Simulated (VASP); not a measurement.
Set up this calculation in VASP 6.6.1, as the native input.

```yaml
Task: single point
Functional: LDA
Potentials_or_basis: VASP PAW LDA potentials, release 64 (Ga_d)
Cutoff: 520 eV
k_mesh: 8 × 8 × 7
Occupations: methfessel-paxton, width 0.2 eV
Spin: no spin polarisation
Dipole_correction: no
Further_INCAR_settings: ALGO = Normal; EDIFF = 1e-06; NBANDS = 34
```

The structure of Ga lies in POSCAR:

```
Ga
1.0
    2.2178908173     -3.7419137528      0.0000000000
    2.2178908173      3.7419137528      0.0000000000
    0.0000000000      0.0000000000      4.4249628129
Ga
4
Direct
    0.8443628362      0.1556371638      0.0859373133
    0.6556371638      0.3443628362      0.5859373133
    0.1556371638      0.8443628362      0.9140626867
    0.3443628362      0.6556371638      0.4140626867
```

The input as run:

INCAR

```
SYSTEM = Ga
ALGO     = Normal         ! electronic algorithm
EDIFF    = 1E-6           ! SCF threshold, eV
ENCUT    = 520            ! plane-wave cutoff, eV
GGA      = CA             ! functional
ISIF     = 2              ! what is computed and relaxed
ISMEAR   = 1              ! smearing method
LASPH    = .TRUE.         ! aspherical terms in the spheres
LCHARG   = .FALSE.        ! write CHGCAR
LREAL    = .FALSE.        ! projectors in reciprocal space
LWAVE    = .FALSE.        ! write WAVECAR
NBANDS   = 34             ! bands
NELM     = 100            ! most SCF steps
PREC     = Accurate       ! precision mode
SIGMA    = 0.2            ! smearing width, eV
```

KPOINTS

```
k-points
0
G
  8 8 7
  0 0 0
```

Potentials or basis: VASP PAW LDA potentials, release 64 (Ga_d).

Launch:

```console
$ cat potpaw_LDA.64/Ga_d/POTCAR > POTCAR
$ mpirun -np 1 vasp_std > vasp.out
```

Results of the run:

```
Pressure               : 0.1 GPa
Largest force          : 0.013 eV/Å
Band gap on the k mesh : zero (band 26 reaches 5.63 eV, above the bottom of band 27 at 4.58 eV)
```

Run time: 51 s on 1 thread of Intel(R) Xeon(R) 6975P-C (Granite Rapids) (shared host), peak memory 0.26 GiB.
